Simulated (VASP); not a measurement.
# Mg3Mn (Pm-3m) in VASP: single point with PBEsol

Aim: the single point of Mg3Mn with PBEsol.

Program: VASP 6.6.1. These are calculated values, not measurements. Logs are shortened: lines on timing, memory, paths and dates and some standing lists are left out, and cuts for length are marked.

### 1 The cell of the first run

The structure is cubic, space group Pm-3m (No. 221). Conventional cell: a = 4.298 Å, b = 4.298 Å, c = 4.298 Å, α = 90.00°, β = 90.00°, γ = 90.00°. Mg (site symmetry 4/mmm) has 8 Mg at 3.04 Å and 4 Mn at 3.04 Å within 4.0 Å. Mn (site symmetry m-3m) has 12 Mg at 3.04 Å within 4.0 Å.

### 2 Single point, PBEsol, collinear spin, ferromagnetic start

INCAR

```
PREC = Accurate
ENCUT = 520
EDIFF = 1E-7
ISMEAR = 0
SIGMA = 0.01
LREAL = False
LASPH = True
NELM = 150
ALGO = Normal
ISIF = 2
LWAVE = False
LCHARG = False
ISPIN = 2
MAGMOM = 0 0 0 4
LORBIT = 11
LMAXMIX = 4
GGA = PS
NBANDS = 22
```

KPOINTS

```
regular mesh
0
Gamma
  4 4 4
```

POSCAR

```
Mg3Mn
1.0
    4.2975710000      0.0000000000      0.0000000000
    0.0000000000      4.2975710000      0.0000000000
    0.0000000000      0.0000000000      4.2975710000
Mg Mn
3 1
Direct
    0.5000000000      0.5000000000      0.0000000000
    0.5000000000      0.0000000000      0.5000000000
    0.0000000000      0.5000000000      0.5000000000
    0.0000000000      0.0000000000      0.0000000000
```

Potentials or basis: VASP PAW PBE potentials, release 64 (Mg, Mn_pv).

Launch:

```console
$ cat potpaw_PBE.64/Mg/POTCAR potpaw_PBE.64/Mn_pv/POTCAR > POTCAR
$ mpirun -np 1 vasp_std > vasp.out
```

OUTCAR:

```text
PREC = Accurate
   ENCUT = 520
   EDIFF = 1E-7
   ISMEAR = 0
   LREAL = False
   LASPH = True
   NELM = 150
   ISIF = 2
   ISPIN = 2
   LORBIT = 11
   GGA = PS

 ion  position               nearest neighbor table
   1  0.500  0.500  0.000-   2 3.04   3 3.04   4 3.04   2 3.04   3 3.04   2 3.04   4 3.04   2 3.04
                             3 3.04   4 3.04   3 3.04   4 3.04
   2  0.500  0.000  0.500-   1 3.04   3 3.04   4 3.04   1 3.04   4 3.04   1 3.04   3 3.04   1 3.04
                             3 3.04   4 3.04   4 3.04   3 3.04
   3  0.000  0.500  0.500-   1 3.04   2 3.04   4 3.04   1 3.04   4 3.04   2 3.04   4 3.04   4 3.04
                             1 3.04   2 3.04   1 3.04   2 3.04
   4  0.000  0.000  0.000-   1 3.04   2 3.04   3 3.04   2 3.04   3 3.04   1 3.04   3 3.04   3 3.04
                             1 3.04   2 3.04   2 3.04   1 3.04

  LATTYP: Found a simple cubic cell.
 ALAT       =     4.2975710000

  Lattice vectors:

 A1 = (   4.2975710000,   0.0000000000,   0.0000000000)
 A2 = (   0.0000000000,   4.2975710000,   0.0000000000)
 A3 = (   0.0000000000,   0.0000000000,   4.2975710000)

Analysis of symmetry for initial positions (statically):
=====================================================================
 Subroutine PRICEL returns:
 Original cell was already a primitive cell.

 Routine SETGRP: Setting up the symmetry group for a
 simple cubic supercell.

 Subroutine GETGRP returns: Found 48 space group operations
 (whereof 48 operations were pure point group operations)
 out of a pool of 48 trial point group operations.

The static configuration has the point symmetry O_h .

Analysis of symmetry for dynamics (positions and initial velocities):
=====================================================================
 Subroutine PRICEL returns:
 Original cell was already a primitive cell.

 Routine SETGRP: Setting up the symmetry group for a
 simple cubic supercell.

 Subroutine GETGRP returns: Found 48 space group operations
 (whereof 48 operations were pure point group operations)
 out of a pool of 48 trial point group operations.

The dynamic configuration has the point symmetry O_h .

Analysis of structural, dynamic, and magnetic symmetry:
=====================================================================
 Subroutine PRICEL returns:
 Original cell was already a primitive cell.

 Routine SETGRP: Setting up the symmetry group for a
 simple cubic supercell.
[... 119 lines left out ...]
   GGA     = PS    functional components
   LHFCALC =     F    Hartree Fock is set to
   AEXX    =    0.0000 exact exchange contribution
   IVDW    =     0    specifies the selected vdW correction
   LEPSILON=     F    determine dielectric tensor
   LRPA    =     F    only Hartree local field effects (RPA)
 spin polarized calculation
 Gauss-broadening in eV      SIGMA  =   0.01
  energy-cutoff  :      520.00
  volume of cell :       79.37
 maximum number of plane-waves:      2176
 NGX is ok and might be reduce to    32
   NGX = 15   NGY = 15   NGZ = 15

 number of electron      19.0000036 magnetization       4.0000366

 Free energy of the ion-electron system (eV)
  ---------------------------------------------------
  ext. energy  EPLUGINS =         0.00000000
  ---------------------------------------------------
  free energy    TOTEN  =       -13.83087420 eV

  energy without entropy =      -13.83063291  energy(sigma->0) =      -13.83075356

 E-fermi :   3.5363     XC(G=0):  -9.4244

 val. band max:        3.5131887009   @ k =   0.5000   0.5000   0.5000
 cond. band min:       3.5393857538   @ k =   0.5000   0.0000   0.0000
 fundamental gap:      0.0261970529
 Fermi energy:         3.5363418662

 spin component 1

 k-point     1 :       0.0000    0.0000    0.0000
  band No.  band energies     occupation
      1     -46.2484      1.00000
      2     -46.2484      1.00000
      3     -46.2484      1.00000
      4      -3.6992      1.00000
      5       0.6323      1.00000
      6       0.6323      1.00000
[... 229 lines left out ...]
     20      16.8020      0.00000
     21      16.8020      0.00000
 Fermi energy:         3.5363418662

 spin component 2

 k-point     1 :       0.0000    0.0000    0.0000
  band No.  band energies     occupation
      1     -42.3775      1.00000
      2     -42.3775      1.00000
      3     -42.3775      1.00000
      4      -3.4710      1.00000
      5       2.9508      1.00000
      6       2.9509      1.00000
[... 229 lines left out ...]
     20      17.0473      0.00000
     21      17.0473      0.00000
 [bands above 21 left out]

------------------------ aborting loop because EDIFF is reached ----------------------------------------

  FORCE on cell =-STRESS in cart. coord.  units (eV):
  Direction    XX          YY          ZZ          XY          YZ          ZX
  --------------------------------------------------------------------------------------
  -------------------------------------------------------------------------------------
  Total       -0.5081055     -0.5081055     -0.5081055      0.0000000     -0.0000000      0.0000000
  in kB      -10.2564089    -10.2564089    -10.2564089      0.0000000     -0.0000000      0.0000000
  external PRESSURE =     -10.2564089 kB  Pullay stress =       0.0000000 kB

 VOLUME and BASIS-vectors are now :
 -----------------------------------------------------------------------------
  energy-cutoff  :      520.00
  volume of cell :       79.37
      direct lattice vectors                 reciprocal lattice vectors
     4.297571000  0.000000000  0.000000000     0.232689582  0.000000000  0.000000000
     0.000000000  4.297571000  0.000000000     0.000000000  0.232689582  0.000000000
     0.000000000  0.000000000  4.297571000     0.000000000  0.000000000  0.232689582

 POSITION                                       TOTAL-FORCE (eV/Angst)
 -----------------------------------------------------------------------------------
      2.14879      2.14879      0.00000         0.000000      0.000000      0.000000
      2.14879      0.00000      2.14879         0.000000      0.000000      0.000000
      0.00000      2.14879      2.14879         0.000000      0.000000      0.000000
      0.00000      0.00000      0.00000         0.000000      0.000000      0.000000
 -----------------------------------------------------------------------------------
    total drift:                               -0.000000      0.000000      0.000000

  FREE ENERGIE OF THE ION-ELECTRON SYSTEM (eV)
  ---------------------------------------------------
  free  energy   TOTEN  =       -13.8308741967 eV

  energy  without entropy=      -13.8306329140  energy(sigma->0) =      -13.83075356

 total charge

# of ion       s       p       d       tot
------------------------------------------
    1        0.210   0.146   0.016   0.372
    2        0.210   0.146   0.016   0.372
    3        0.210   0.146   0.016   0.372
    4        0.301   6.165   4.941  11.408
--------------------------------------------------
tot          0.931   6.603   4.990  12.524

 magnetization (x)

# of ion       s       p       d       tot
------------------------------------------
    1       -0.016   0.002   0.001  -0.013
    2       -0.016   0.002   0.001  -0.013
    3       -0.016   0.002   0.001  -0.013
    4        0.049   0.039   3.663   3.751
--------------------------------------------------
tot          0.002   0.046   3.665   3.712
```

Wall time 22 s (1 thread of Intel Xeon Platinum 8559C (Emerald Rapids), shared host); peak memory 0.2 GiB.

Results:

* Free energy: -13.8309 eV
* Pressure: -1.0 GPa
* Net moment: 4.00 μB per cell
* Site moments: Mg -0.01; Mn +3.75 μB
* Valence electrons inside the program's atomic spheres: Mg 0.37; Mn 11.41

Levels at points of the mesh, in eV from the Fermi level:
Spin up:
```csv
k point,band 9,band 10,band 11,band 12,band 13,band 14,band 15,band 16
"(0.00, 0.00, 0.00)",-2.44,0.19,0.19,0.19,1.01,2.95,2.95,7.96
"(0.50, 0.00, 0.00)",-2.42,-2.21,2.06,2.06,2.32,2.79,2.79,4.20
"(0.50, 0.50, 0.00)",-2.59,-2.24,-2.04,-1.45,3.64,3.96,5.02,5.02
"(0.50, 0.50, 0.50)",-1.77,-1.39,-1.39,-1.39,-1.07,0.55,0.55,0.55
```
Spin down:
| k point | band 3 | band 4 | band 5 | band 6 | band 7 | band 8 | band 9 | band 10 | band 11 | band 12 |
| --- | --- | --- | --- | --- | --- | --- | --- | --- | --- | --- |
| (0.00, 0.00, 0.00) | -45.91 | -7.01 | -0.59 | -0.59 | 0.40 | 0.40 | 0.40 | 0.80 | 0.80 | 0.80 |
| (0.50, 0.00, 0.00) | -45.91 | -5.06 | -4.89 | -0.21 | 0.00 | 0.00 | 0.88 | 1.11 | 2.42 | 2.42 |
| (0.50, 0.50, 0.00) | -45.91 | -3.46 | -2.96 | -2.96 | -2.84 | 0.36 | 0.36 | 0.99 | 1.20 | 1.34 |
| (0.50, 0.50, 0.50) | -45.91 | -1.66 | -1.66 | -1.66 | -1.62 | -1.19 | -1.19 | -1.19 | -0.02 | 1.21 |

Caveat: the k points lie up to 0.37 Å⁻¹ apart; the PAW data sets were made with another functional, which shifts forces and pressure a little.
